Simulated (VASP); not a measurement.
# TaN (P6_3/mmc) in VASP: a series of runs

The runs below take TaN through relaxation of shape and atoms at fixed volume, single point, with PBE.

Program: VASP 6.6.1. These are calculated values, not measurements. Logs are shortened: lines on timing, memory, paths and dates and some standing lists are left out, and cuts for length are marked.

## (1) The cell of the first run

The structure is hexagonal, space group P6_3/mmc (No. 194). Conventional cell: a = 2.888 Å, b = 2.888 Å, c = 5.855 Å, α = 90.00°, β = 90.00°, γ = 120.00°. Within 3.0 Å of Ta (site symmetry -3m) lie 6 N at 2.22 Å and 8 Ta at 2.89 to 2.93 Å. Within 2.9 Å of N (site symmetry -6m2) lie 6 Ta at 2.22 Å and 6 N at 2.89 Å.

## (2) Relaxation of shape and atoms at fixed volume, PBE (10.57 Å³/atom)

File INCAR:

```
PREC = Accurate
ENCUT = 600
EDIFF = 1E-6
ISMEAR = 0
SIGMA = 0.1
LREAL = False
LASPH = True
NELM = 60
ALGO = Normal
ISIF = 4
LWAVE = False
LCHARG = False
GGA = PE
IBRION = 2
NSW = 50
EDIFFG = -0.01
```

File KPOINTS:

```
regular mesh
0
Gamma
  18 18 8
```

File POSCAR:

```
TaN
1.0
    2.8876553519      0.0000000000      0.0000000000
   -1.4438276760      2.5007828921      0.0000000000
    0.0000000000      0.0000000000      5.8552168870
Ta N
2 2
Direct
    0.0000000000      0.0000000000      0.0000000000
    0.0000000000      0.0000000000      0.5000000000
    0.3333333333      0.6666666667      0.2500000000
    0.6666666667      0.3333333333      0.7500000000
```

Potentials or basis: VASP PAW PBE potentials, release 64 (Ta_pv, N).

The run is started by

```
$ cat potpaw_PBE.64/Ta_pv/POTCAR potpaw_PBE.64/N/POTCAR > POTCAR
$ mpirun -np 1 vasp_std > vasp.out
```

OUTCAR:

```text
PREC = Accurate
   ENCUT = 600
   EDIFF = 1E-6
   ISMEAR = 0
   LREAL = False
   LASPH = True
   NELM = 60
   ISIF = 4
   GGA = PE
   IBRION = 2
   NSW = 50
   EDIFFG = -0.01

 ion  position               nearest neighbor table
   1  0.000  0.000  0.000-   3 2.22   4 2.22   4 2.22   3 2.22   4 2.22   3 2.22   2 2.93   2 2.93

   2  0.000  0.000  0.500-   3 2.22   4 2.22   4 2.22   3 2.22   4 2.22   3 2.22   1 2.93   1 2.93

   3  0.333  0.667  0.250-   1 2.22   2 2.22   1 2.22   2 2.22   1 2.22   2 2.22
   4  0.667  0.333  0.750-   1 2.22   2 2.22   1 2.22   2 2.22   1 2.22   2 2.22

  LATTYP: Found a hexagonal cell.
 ALAT       =     2.8876553519
 C/A-ratio  =     2.0276716483

  Lattice vectors:

 A1 = (   2.8876553519,   0.0000000000,   0.0000000000)
 A2 = (  -1.4438276760,   2.5007828921,   0.0000000000)
 A3 = (   0.0000000000,   0.0000000000,   5.8552168870)

Analysis of symmetry for initial positions (statically):
=====================================================================
 Subroutine PRICEL returns:
 Original cell was already a primitive cell.

 Routine SETGRP: Setting up the symmetry group for a
 hexagonal supercell.

 Subroutine GETGRP returns: Found 24 space group operations
 (whereof 12 operations were pure point group operations)
 out of a pool of 24 trial point group operations.

The static configuration has the point symmetry D_3d.
 The point group associated with its full space group is D_6h.

Analysis of symmetry for dynamics (positions and initial velocities):
=====================================================================
 Subroutine PRICEL returns:
 Original cell was already a primitive cell.

 Routine SETGRP: Setting up the symmetry group for a
 hexagonal supercell.

 Subroutine GETGRP returns: Found 24 space group operations
 (whereof 12 operations were pure point group operations)
 out of a pool of 24 trial point group operations.

The dynamic configuration has the point symmetry D_3d.
 The point group associated with its full space group is D_6h.

 Subroutine INISYM returns: Found 24 space group operations
 (whereof 12 operations are pure point group operations),
 and found     1 'primitive' translations

----------------------------------------------------------------------------------------

                                     Primitive cell

  volume of cell :      42.2829

  direct lattice vectors                    reciprocal lattice vectors
     2.887655352  0.000000000  0.000000000     0.346301715  0.199937388  0.000000000
    -1.443827676  2.500782892  0.000000000     0.000000000  0.399874776  0.000000000
     0.000000000  0.000000000  5.855216887     0.000000000  0.000000000  0.170787866

  length of vectors
     2.887655352  2.887655352  5.855216887     0.399874776  0.399874776  0.170787866

  position of ions in fractional coordinates (direct lattice)
     0.000000000  0.000000000  0.000000000
     0.000000000  0.000000000  0.500000000
     0.333333333  0.666666667  0.250000000
     0.666666667  0.333333333  0.750000000

  ion indices of the primitive-cell ions
   primitive index   ion index
                 1           1
                 2           2
                 3           3
                 4           4

----------------------------------------------------------------------------------------

 KPOINTS: regular mesh

Automatic generation of k-mesh.
 Grid dimensions read from file:
 generate k-points for:   18   18    8

 Generating k-lattice:

  Cartesian coordinates                     Fractional coordinates (reciprocal lattice)
     0.019238984  0.011107633  0.000000000     0.055555556  0.000000000  0.000000000
     0.000000000  0.022215265  0.000000000     0.000000000  0.055555556  0.000000000
     0.000000000  0.000000000  0.021348483     0.000000000  0.000000000  0.125000000

  Length of vectors
     0.022215265  0.022215265  0.021348483

  Shift w.r.t. Gamma in fractional coordinates (k-lattice)
     0.000000000  0.000000000  0.000000000

 Subroutine IBZKPT returns following result:
 ===========================================

 Found    185 irreducible k-points:

 Following reciprocal coordinates:
            Coordinates               Weight
  0.000000  0.000000  0.000000      1.000000
  0.055556  0.000000  0.000000      6.000000
  0.111111  0.000000  0.000000      6.000000
  0.166667 -0.000000  0.000000      6.000000
  0.222222  0.000000  0.000000      6.000000
  0.277778  0.000000  0.000000      6.000000
[... 16 lines left out ...]
  0.333333  0.111111  0.000000     12.000000
  0.388889  0.111111  0.000000     12.000000
 [... further k-points ...]
   k-points           NKPTS =    185   k-points in BZ     NKDIM =    185   number of bands    NBANDS=     20
   number of dos      NEDOS =    301   number of ions     NIONS =      4
   total plane-waves  NPLWV =  27648
   dimension x,y,z NGX =    24 NGY =   24 NGZ =   48
   dimension x,y,z NGXF=    48 NGYF=   48 NGZF=   96
   ions per type =               2   2
   NGX,Y,Z   is equivalent  to a cutoff of  13.82, 13.82, 13.63 a.u.
   NGXF,Y,Z  is equivalent  to a cutoff of  27.63, 27.63, 27.26 a.u.
 SYSTEM =  unknown system
   PREC   = accura    normal or accurate (medium, high low for compatibility)
   ISTART =      0    job   : 0-new  1-cont  2-samecut
   ICHARG =      2    charge: 1-file 2-atom 10-const
   ISPIN  =      1    spin polarized calculation?
   LNONCOLLINEAR =      F non collinear calculations
   LSORBIT =      F    spin-orbit coupling
   LASPH  =      T    aspherical Exc in radial PAW
   ENCUT  =  600.0 eV  44.10 Ry    6.64 a.u.   5.77  5.77 11.69*2*pi/ulx,y,z
   NELM   =     60;   NELMIN=  2; NELMDL= -5     # of ELM steps
   EDIFF  = 0.1E-05   stopping-criterion for ELM
   LREAL  =      F    real-space projection
   EDIFFG = -.1E-01   stopping-criterion for IOM
   NSW    =     50    number of steps for IOM
   IBRION =      2    ionic relax: 0-MD 1-quasi-New 2-CG
   NFREE  =      1    steps in history (QN), initial steepest desc. (CG)
   ISIF   =      4    stress and relaxation
   ISYM   =      2    0-nonsym 1-usesym 2-fastsym
   POTIM  = 0.5000    time-step for ionic-motion
   TEBEG  =    0.0;   TEEND  =   0.0 temperature during run
   PSTRESS=    0.0 pullay stress
   NELECT =      32.0000    total number of electrons
   NUPDOWN=      -1.0000    fix difference up-down
   EMIN   =  10.00;   EMAX   =-10.00  energy-range for DOS
   EFERMI =   0.00;   METHOD = LEGACY
   ISMEAR =     0;   SIGMA  =   0.10  broadening in eV -4-tet -1-fermi 0-gaus
   EFERMI_NEDOS =   21; number of points for ismear=-14 and -15
   IALGO  =     38    algorithm
   IMIX   =      4    mixing-type and parameters
     AMIX     =   0.40;   BMIX     =  1.00
     AMIX_MAG =   1.60;   BMIX_MAG =  1.00
  volume/ion in A,a.u.               =      10.57        71.33
  Fermi-wavevector in a.u.,A,eV,Ry     =   1.491890  2.819263 30.282961  2.225735
  Thomas-Fermi vector in A             =   2.604487
   LORBIT       =      0    0 simple, 1 ext, 2 COOP (PROOUT), +10 PAW based schemes
   GGA     = PE    functional components
   LHFCALC =     F    Hartree Fock is set to
   AEXX    =    0.0000 exact exchange contribution
   IVDW    =     0    specifies the selected vdW correction
   LEPSILON=     F    determine dielectric tensor
   LRPA    =     F    only Hartree local field effects (RPA)
 conjugate gradient relaxation of ions
 non-spin polarized calculation
 Gauss-broadening in eV      SIGMA  =   0.10
  energy-cutoff  :      600.00
  volume of cell :       42.28
 maximum number of plane-waves:      1430
 NGX is ok and might be reduce to    24
   NGX = 11   NGY = 11   NGZ = 23

--------------------------------------- Ionic step        1  -------------------------------------------

 number of electron      31.9999997 magnetization

 Free energy of the ion-electron system (eV)
  ---------------------------------------------------
  ext. energy  EPLUGINS =         0.00000000
  ---------------------------------------------------
  free energy    TOTEN  =       -43.98350315 eV

  energy without entropy =      -43.97811046  energy(sigma->0) =      -43.98080680

------------------------ aborting loop because EDIFF is reached ----------------------------------------

  FORCE on cell =-STRESS in cart. coord.  units (eV):
  Direction    XX          YY          ZZ          XY          YZ          ZX
  --------------------------------------------------------------------------------------
  -------------------------------------------------------------------------------------
  Total        2.8645001      2.8645001      3.2951073     -0.0000000      0.0000000      0.0000000
  in kB      108.5413166    108.5413166    124.8578383     -0.0000000      0.0000000      0.0000000
  external PRESSURE =     113.9801572 kB  Pullay stress =       0.0000000 kB
[... 61 lines left out ...]
  energy  without entropy=      -43.9781905442  energy(sigma->0) =      -43.98081457

--------------------------------------- Ionic step        3  -------------------------------------------

 number of electron      31.9999997 magnetization

 Free energy of the ion-electron system (eV)
  ---------------------------------------------------
  ext. energy  EPLUGINS =         0.00000000
  ---------------------------------------------------
  free energy    TOTEN  =       -43.98386060 eV

  energy without entropy =      -43.97854180  energy(sigma->0) =      -43.98120120

 E-fermi :   8.4582     XC(G=0): -13.4552

 val. band max:        8.4528567409   @ k =   0.1667   0.1667   0.5000
 cond. band min:       8.4682377158   @ k =   0.3333   0.2778   0.1250
 fundamental gap:      0.0153809748
 Fermi energy:         8.4582107861

 k-point     1 :       0.0000    0.0000    0.0000
  band No.  band energies     occupation
      1     -27.1490      2.00000
      2     -26.3231      2.00000
      3     -26.0380      2.00000
      4     -26.0380      2.00000
      5     -25.9711      2.00000
      6     -25.9711      2.00000
[... 12 lines left out ...]
     19       9.0581      0.00000
[... 513 lines left out ...]
      4     -26.3960      2.00000
      5     -26.3056      2.00000
      6     -26.1453      2.00000
[... 12 lines left out ...]
     19      12.9758      0.00000
     20      13.3234      0.00000

 [... further k-points ...]

------------------------ aborting loop because EDIFF is reached ----------------------------------------

  FORCE on cell =-STRESS in cart. coord.  units (eV):
  Direction    XX          YY          ZZ          XY          YZ          ZX
  --------------------------------------------------------------------------------------
  -------------------------------------------------------------------------------------
  Total        2.9890743      2.9890743      2.9855175     -0.0000000      0.0000000      0.0000000
  in kB      113.2616680    113.2616680    113.1268947     -0.0000000      0.0000000      0.0000000
  external PRESSURE =     113.2167436 kB  Pullay stress =       0.0000000 kB
[... 19 lines left out ...]
  FREE ENERGIE OF THE ION-ELECTRON SYSTEM (eV)
  ---------------------------------------------------
  free  energy   TOTEN  =       -43.9838605996 eV

  energy  without entropy=      -43.9785417989  energy(sigma->0) =      -43.98120120

 reached required accuracy - stopping structural energy minimisation
```

It took 5 min on 1 thread of Intel Xeon 8259CL, shared host; peak memory 0.3 GiB.

What came out:

| Item | Value |
| --- | --- |
| Free energy | -43.9839 eV |
| Energy gained by relaxing | 0.1 meV/atom |
| Ionic steps | 3 |
| Pressure after relaxing | 11.3 GPa |
| Band gap on the k mesh | zero (bands 16 and 17 overlap by 1.03 eV) |

The path:
```csv
step,energy change (eV),largest force (eV/Å),pressure (GPa),volume (Å³)
1,0.0000,0.0000,11.40,42.28
2,0.0001,0.0000,11.22,42.28
3,-0.0004,0.0000,11.32,42.28
```

Final structure:
```cif
data_structure
_symmetry_space_group_name_H-M 'P 1'
_symmetry_Int_Tables_number 1
_cell_length_a 2.8853
_cell_length_b 2.8853
_cell_length_c 5.8648
_cell_angle_alpha 90.000
_cell_angle_beta 90.000
_cell_angle_gamma 120.000
_cell_volume 42.28
loop_
_atom_site_label
_atom_site_type_symbol
_atom_site_fract_x
_atom_site_fract_y
_atom_site_fract_z
_atom_site_occupancy
Ta1 Ta 0.00000 0.00000 0.00000 1
Ta2 Ta 0.00000 0.00000 0.50000 1
N1 N 0.33333 0.66667 0.25000 1
N2 N 0.66667 0.33333 0.75000 1
```

Caveat: spin-orbit coupling is left out, which moves the levels of the heavy elements.

## (3) Relaxation of shape and atoms at fixed volume, PBE (11.22 Å³/atom)

This run uses another cell than the first one, of 11.22 Å³/atom.

File INCAR:

```
SYSTEM = TaN
PREC = Accurate
ENCUT = 600
EDIFF = 1E-6
ISMEAR = 0
SIGMA = 0.1
LREAL = .FALSE.
LASPH = .TRUE.
NELM = 80
ALGO = Normal
ISIF = 4
LWAVE = .FALSE.
LCHARG = .FALSE.
GGA = PE
IBRION = 2
NSW = 50
EDIFFG = -0.01
```

File KPOINTS:

```
Automatic mesh
0
G
  18 18 8
  0 0 0
```

File POSCAR:

```
TaN
1.0
    2.9460075451      0.0000000000      0.0000000000
   -1.4730037726      2.5513173738      0.0000000000
    0.0000000000      0.0000000000      5.9735359747
Ta N
2 2
Direct
    0.0000000000      0.0000000000      0.0000000000
    0.0000000000      0.0000000000      0.5000000000
    0.3333333333      0.6666666667      0.2500000000
    0.6666666667      0.3333333333      0.7500000000
```

Potentials or basis: VASP PAW PBE potentials, release 64 (Ta_pv, N).

The run is started by

```
$ cat potpaw_PBE.64/Ta_pv/POTCAR potpaw_PBE.64/N/POTCAR > POTCAR
$ mpirun -np 1 vasp_std > vasp.out
```

It took 3.9 min on 1 thread of Intel Xeon 8259CL, shared host; peak memory 0.31 GiB.

The run converged. Its results:

```yaml
Free_energy: -44.0018 eV
Energy_gained_by_relaxing: 0.1 meV/atom
Ionic_steps: 3
Pressure_after_relaxing: -8.5 GPa
Band_gap_on_the_k_mesh: zero (bands 16 and 17 overlap by 0.94 eV)
```

Step by step:
| step | energy change (eV) | largest force (eV/Å) | pressure (GPa) | volume (Å³) |
| --- | --- | --- | --- | --- |
| 1 | 0.0000 | 0.0000 | -8.61 | 44.90 |
| 2 | 0.0000 | 0.0000 | -8.49 | 44.90 |
| 3 | -0.0002 | 0.0000 | -8.54 | 44.90 |

Final structure:
```yaml
crystal:
  lattice:
    - [2.94800, 0.00000, 0.00000]
    - [-1.47400, 2.55305, 0.00000]
    - [0.00000, 0.00000, 5.96545]
  atoms:
    - { symbol: Ta, position: [0.00000, 0.00000, 0.00000] }
    - { symbol: Ta, position: [0.00000, 0.00000, 0.50000] }
    - { symbol: N, position: [0.33333, 0.66667, 0.25000] }
    - { symbol: N, position: [0.66667, 0.33333, 0.75000] }
```

Levels at points of the mesh, in eV from the Fermi level:
```tsv
k point	band 12	band 13	band 14	band 15	band 16	band 17	band 18	band 19	band 20
(0.00, 0.00, 0.00)	-4.17	-3.44	-1.95	-1.95	-0.22	-0.22	0.54	0.54	2.26
(0.50, 0.00, 0.00)	-5.24	-4.12	-3.57	-2.76	-2.04	2.74	3.73	4.61	4.90
(0.00, 0.00, 0.50)	-3.76	-3.76	-3.76	-0.63	-0.63	0.95	0.95	0.95	0.95
(0.50, 0.00, 0.50)	-5.75	-4.23	-4.23	-2.14	-2.14	3.73	3.73	4.56	4.56
```

Caveat: spin-orbit coupling is left out, which moves the levels of the heavy elements.

(Continued in part 2 of 2.)

The gap in the log of VASP goes by the Fermi energy; the results here count the filled bands.